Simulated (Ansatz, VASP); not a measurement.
# Two plane-wave programs on ZnS

```
Zn S
1.0
    -3.81100    0.00000    0.00000
    -1.90550   -3.30042    0.00000
     0.00000    0.00000   12.46800
Zn S
4 4
Direct
  0.33333 0.33333 0.00000
  0.33333 0.33333 0.50000
  0.66667 0.66667 0.25000
  0.66667 0.66667 0.75000
  0.33333 0.33333 0.19250
  0.33333 0.33333 0.69250
  0.66667 0.66667 0.44250
  0.66667 0.66667 0.94250
```

Alike in both runs: task single point; functional PBE; k mesh 8 × 8 × 3; occupations gaussian, width 0.05 eV; no spin polarisation.

```csv
,VASP,Ansatz
version,VASP 6.6.1,Ansatz 0.2.0
potentials or method,"VASP PAW PBE potentials, release 64 (Zn, S), cutoff 520 eV","scalar-relativistic, plane waves, PAW"
valence electrons in the cell,72,72
```

Ansatz gave:

- gap on the k mesh at the Fermi level (eV): 2.25
- least direct gap on the mesh (eV): 2.25
- pressure (GPa): 2.3
- traceless stress, the component that is largest in VASP (GPa): -1.35
- rms of the force components (eV/Å): 0.184

Question: What did VASP give for the same quantities?

Answer: gap on the k mesh at the Fermi level (eV): 2.25; least direct gap on the mesh (eV): 2.25; pressure (GPa): 2.5; traceless stress, the component that is largest in VASP (GPa): -1.37; rms of the force components (eV/Å): 0.186.

Atom by atom the forces differ by 0.002 eV/Å (rms over components).
